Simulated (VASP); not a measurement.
# ZnBH6: relaxation of cell and atoms with PBE

ZnBH6:

```
Zn B H
1.0
     0.00000    3.70472    3.70472
     3.70472    0.00000    3.70472
     3.70472    3.70472    0.00000
Zn B H
1 1 6
Direct
  0.00000 0.00000 0.00000
  0.50000 0.50000 0.50000
  0.75000 0.25000 0.25000
  0.25000 0.75000 0.75000
  0.25000 0.75000 0.25000
  0.75000 0.25000 0.75000
  0.25000 0.25000 0.75000
  0.75000 0.75000 0.25000
```

```json
{
  "Program": "VASP 6.6.1",
  "Task": "relaxation of cell and atoms",
  "Functional": "PBE",
  "Potentials or basis": "VASP PAW PBE potentials, release 64 (Zn, B, H)",
  "Cutoff": "600 eV",
  "k mesh": "4 × 4 × 4",
  "Occupations": "gaussian, width 0.1 eV",
  "Spin": "no spin polarisation",
  "Dipole correction": "no",
  "Further INCAR settings": "ALGO = Normal; EDIFF = 1e-06; IBRION = 2; EDIFFG = -0.04; NSW = 90; ISIF = 3"
}
```

```yaml
Relaxed_volume: 7.68 Å³/atom
Relaxed_cell: a = 4.429 Å, b = 4.429 Å, c = 4.429 Å, α = 60.00°, β = 60.00°, γ = 60.00°
Space_group_after_relaxing_to_0.1_Å: Fm-3m (No. 225)
Energy_gained_by_relaxing: 536.1 meV/atom
Ionic_steps: 12
Pressure_after_relaxing: 0.0 GPa
Band_gap_on_the_k_mesh: zero (an odd number of electrons rules out a gap without spin polarisation)
```

Step by step:
| step | energy change (eV) | largest force (eV/Å) | pressure (GPa) | volume (Å³) |
| --- | --- | --- | --- | --- |
| 1 | 0.0000 | 1.1630 | -14.54 | 101.69 |
| 2 | -1.8708 | 1.4182 | -14.10 | 85.65 |
| 3 | -3.3248 | 0.7645 | 27.42 | 47.78 |
| 4 | -3.8891 | 1.2033 | -5.18 | 64.25 |
| 5 | -4.1199 | 0.8444 | 1.58 | 58.68 |
| 6 | -4.1295 | 0.7034 | 3.92 | 57.09 |
| 7 | -4.2404 | 0.1714 | 4.62 | 57.92 |
| 8 | -4.2423 | 0.0706 | 4.43 | 57.82 |
| 9 | -4.2845 | 0.0179 | 1.13 | 60.29 |
| 10 | -4.2883 | 0.0519 | 0.02 | 61.26 |
| 11 | -4.2883 | 0.0544 | -0.07 | 61.33 |
| 12 | -4.2889 | 0.0022 | 0.02 | 61.45 |

Final structure:
```
CELL_PARAMETERS angstrom
0.00000 3.13206 3.13206
3.13206 0.00000 3.13206
3.13206 3.13206 0.00000
ATOMIC_POSITIONS crystal
Zn 0.00000 0.00000 0.00000
B 0.50000 0.50000 0.50000
H 0.71804 0.28196 0.28196
H 0.28196 0.71804 0.71804
H 0.28196 0.71804 0.28196
H 0.71804 0.28196 0.71804
H 0.28196 0.28196 0.71804
H 0.71804 0.71804 0.28196
```

Levels at points of the mesh, in eV from the Fermi level:
| k point | band 7 | band 8 | band 9 | band 10 | band 11 | band 12 | band 13 | band 14 |
| --- | --- | --- | --- | --- | --- | --- | --- | --- |
| (0.00, 0.00, 0.00) | -5.10 | -5.10 | -5.10 | -1.24 | 1.43 | 1.43 | 4.97 | 4.97 |
| (0.50, 0.00, 0.00) | -7.22 | -3.99 | -3.99 | -1.58 | -1.58 | 1.61 | 2.26 | 7.93 |
| (0.50, 0.50, 0.00) | -6.54 | -5.73 | -5.73 | -5.14 | 1.93 | 4.70 | 5.56 | 5.67 |

Wall time 5.1 min on 1 thread of Intel Xeon 8259CL (shared host), peak memory 0.28 GiB.

Caveat: the k points lie up to 0.43 Å⁻¹ apart in the final cell, too coarse for converged energies and pressures of a metal; the volume moved by over 15 % at a fixed basis, so the end points are rough.
